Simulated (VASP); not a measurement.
Write the native input for VASP 6.6.1 that does the following.

* Task: single point
* Functional: PBE
* Potentials or basis: VASP PAW PBE potentials, release 64 (Sb, S)
* Cutoff: 520 eV
* k mesh: 4 × 4 × 4
* Occupations: gaussian, width 0.1 eV
* Spin: no spin polarisation
* Dipole correction: no
* Further INCAR settings: ALGO = Normal; EDIFF = 1e-06; NBANDS = 20

The structure of SbS3 lies in POSCAR:

```
SbS3
1.0
    4.2424100927      0.0000000000      0.0000000000
    0.0000000000      4.2424100927      0.0000000000
    0.0000000000      0.0000000000      4.2424100927
Sb S
1 3
Direct
    0.0000000000      0.0000000000      0.0000000000
    0.0000000000      0.5000000000      0.5000000000
    0.5000000000      0.0000000000      0.5000000000
    0.5000000000      0.5000000000      0.0000000000
```

The input as run:

INCAR

```
ALGO = Normal
EDIFF = 1E-6
ENCUT = 520
GGA = PE
ISIF = 2
ISMEAR = 0
LASPH = True
LCHARG = False
LREAL = False
LWAVE = False
NBANDS = 20
NELM = 100
PREC = Accurate
SIGMA = 0.1
```

KPOINTS

```
k-points
0
Gamma
  4 4 4
```

Potentials or basis: VASP PAW PBE potentials, release 64 (Sb, S).

The run is started by

```console
$ cat potpaw_PBE.64/Sb/POTCAR potpaw_PBE.64/S/POTCAR > POTCAR
$ mpirun -np 1 vasp_std > vasp.out
```

It gave:

```yaml
Pressure: -0.3 GPa
```

Caveat: the k points lie up to 0.37 Å⁻¹ apart.

Run time: 26 s on 1 thread of AMD EPYC 7R13 (shared host), peak memory 0.15 GiB.
